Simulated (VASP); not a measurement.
Wanted: the native input for a VASP 6.6.1 run.

| Item | Value |
| --- | --- |
| Task | single point |
| Functional | PBE |
| Potentials or basis | VASP PAW PBE potentials, release 64 (Te, Sb, Ni) |
| Cutoff | 520 eV |
| k mesh | 7 × 7 × 5 |
| Occupations | fermi-dirac, width 0.05 eV |
| Spin | collinear spin, ferromagnetic start |
| Starting moments | [0.0, 0.0, 1.5, 1.5] μB |
| Fixed moment | 3 μB |
| Dipole correction | no |
| Further INCAR settings | ALGO = Normal; EDIFF = 1e-06; NBANDS = 28 |

The structure of Ni2SbTe lies in POSCAR:

```
Ni2SbTe
1.0
    3.9656228857      0.0000000000      0.0000000000
   -1.9828114428      3.4343301608      0.0000000000
    0.0000000000      0.0000000000      5.2034824400
Te Sb Ni
1 1 2
Direct
    0.3333333333      0.6666666667      0.0000000000
    0.6666666667      0.3333333333      0.5000000000
    0.0000000000      0.0000000000      0.2531824000
    0.0000000000      0.0000000000      0.7468176000
```

These files were run (other wordings do the same):

INCAR

```
SYSTEM = Ni2SbTe
PREC = Accurate ; ENCUT = 520
EDIFF = 1E-6 ; ISMEAR = -1
SIGMA = 0.05 ; LREAL = .False.
LASPH = .True. ; NELM = 150
ALGO = Normal ; ISIF = 2
LWAVE = .False. ; LCHARG = .True.
ISPIN = 2 ; MAGMOM = 0 0 1.5 1.5
LORBIT = 11 ; NUPDOWN = 3.0
LMAXMIX = 4 ; GGA = PE
LELF = .True. ; LVHAR = .True.
NBANDS = 28
```

KPOINTS

```
regular mesh
0
Gamma
  7 7 5
  0 0 0
```

Potentials or basis: VASP PAW PBE potentials, release 64 (Te, Sb, Ni).

Run with:

```console
$ cat potpaw_PBE.64/Te/POTCAR potpaw_PBE.64/Sb/POTCAR potpaw_PBE.64/Ni/POTCAR > POTCAR
$ mpirun -np 1 vasp_std > vasp.out
```

Results of the run:

| Quantity | Value |
| --- | --- |
| Pressure | 8.9 GPa |
| Largest force | 0.057 eV/Å |
| Net moment | 3.00 μB per cell |
| Site moments | Te +0.33; Sb +0.30; Ni +0.92 μB |
| Valence electrons inside the program's atomic spheres | Te 3.39; Sb 2.46; Ni 9.29 |

Caveat: the cell stands under pressure; the total moment is fixed, so each spin has its own Fermi level and the state may be an excited one.

Run time: 45 s on 1 thread of AMD EPYC 9R45 96-Core Processor (Zen 5), with other jobs on the host, peak memory 0.23 GiB.
